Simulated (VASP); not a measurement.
Input of a VASP 6.6.1 run:

File INCAR:

```
SYSTEM = TePb
ALGO = Normal
EDIFF = 1E-7
ENCUT = 520
GGA = CA
ISIF = 2
ISMEAR = -1
LASPH = .True.
LCHARG = .True.
LELF = .True.
LREAL = .False.
LVHAR = .True.
LWAVE = .False.
NBANDS = 17
NELM = 80
PREC = Accurate
SIGMA = 0.08
```

KPOINTS

```
k-points
0
Gamma
  12 12 12
  0 0 0
```

The input POSCAR:

```
TePb
1.0
    0.0000000000      2.9617611870      2.9617611870
    2.9617611870      0.0000000000      2.9617611870
    2.9617611870      2.9617611870      0.0000000000
Pb Te
1 1
Direct
    0.0000000000      0.0000000000      0.0000000000
    0.5000000000      0.5000000000      0.5000000000
```

Potentials or basis: VASP PAW LDA potentials, release 64 (Pb_d, Te).

Command:

```bash
$ cat potpaw_LDA.64/Pb_d/POTCAR potpaw_LDA.64/Te/POTCAR > POTCAR
$ mpirun -np 1 vasp_std > vasp.out
```

Estimate the pressure.

18.1 GPa.

Estimate the band gap on the k mesh.

0.11 eV, direct.

Caveat: spin-orbit coupling is left out, which moves the levels of the heavy elements. A k mesh can miss the band edges.
